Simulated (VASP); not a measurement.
AgI: single point with HSE06

Crystal: AgI.

```
Ag I
1.0
     4.79040    0.00000    0.00000
    -2.39520    4.14861    0.00000
     0.00000    0.00000    7.82728
Ag I
2 2
Direct
  0.33333 0.66667 0.00000
  0.66667 0.33333 0.50000
  0.33333 0.66667 0.37500
  0.66667 0.33333 0.87500
```

This cell differs from its parent crystal: strain +3.0%.

```
Program             : VASP 6.6.1
Task                : single point
Functional          : HSE06
Potentials or basis : VASP PAW PBE potentials, release 64 (Ag, I)
Cutoff              : 400 eV
k mesh              : 6 × 6 × 2
Occupations         : gaussian, width 0.01 eV
Spin                : no spin polarisation
```

```json
{"Pressure": "-1.7 GPa", "Largest force": "0.004 eV/Å", "Band gap on the k mesh": "2.52 eV"}
```

Forces on the atoms (eV/Å):
```
Ag   0.000  0.000 -0.004
Ag   0.000  0.000 -0.004
I    0.000  0.000  0.004
I    0.000  0.000  0.004
```

Levels at points of the mesh, in eV from the valence-band top:
```csv
k point,band 14,band 15,band 16,band 17,band 18,band 19,band 20,band 21,band 22,band 23
"(0.00, 0.00, 0.00)",-0.59,-0.59,-0.05,0.00,0.00,2.52,3.89,7.13,7.13,7.29
"(0.50, 0.00, 0.00)",-2.45,-1.92,-1.50,-0.86,-0.59,4.49,4.86,6.03,6.92,7.55
"(0.00, 0.00, 0.50)",-1.56,-0.30,-0.30,-0.30,-0.30,3.78,3.78,6.80,6.80,7.40
"(0.50, 0.00, 0.50)",-2.76,-1.04,-1.04,-1.04,-1.04,4.49,4.49,6.13,6.13,8.36
```

Wall time 22 min on 4 MPI ranks on Intel(R) Xeon(R) Platinum 8259CL CPU @ 2.50GHz (Skylake/Cascade Lake), on a shared host, peak memory 0.37 GiB a rank.

Caveat: the cell differs from its parent crystal (strain +3.0%); the PAW data sets were made with another functional, which shifts forces and pressure a little; spin-orbit coupling is left out, which moves the levels of the heavy elements.
